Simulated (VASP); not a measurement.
HgTe, 2 atoms in the cell. It takes space group F-43m (No. 216, cubic). The conventional cell has a = 6.652 Å, b = 6.652 Å, c = 6.652 Å, α = 90.00°, β = 90.00°, γ = 90.00°. Within 3.8 Å of Hg (site symmetry -43m) lie 4 Te at 2.88 Å. Within 3.8 Å of Te (site symmetry -43m) lie 4 Hg at 2.88 Å. 

| Item | Value |
| --- | --- |
| Program | VASP 6.6.1 |
| Task | single point |
| Functional | PBE |
| Potentials or basis | VASP PAW PBE potentials, release 64 (Hg, Te) |
| Cutoff | 500 eV |
| k mesh | 6 × 6 × 6 |
| Occupations | gaussian, width 0.05 eV |
| Spin | no spin polarisation |
| Dipole correction | no |
| Further INCAR settings | ALGO = Normal; EDIFF = 1e-06; NBANDS = 16 |

Potentials or basis: VASP PAW PBE potentials, release 64 (Hg, Te).

Launch:

```console
$ cat potpaw_PBE.64/Hg/POTCAR potpaw_PBE.64/Te/POTCAR > POTCAR
$ mpirun -np 1 vasp_std > vasp.out
```

Hardware: 1 thread of Intel Xeon 8259CL, on a shared host.

Problem. How long does it take, and how much memory?

Solution. It took 33 s on 1 thread of Intel Xeon 8259CL (shared host), peak memory 0.21 GiB. Counts: scf iterations 12, k points 16.
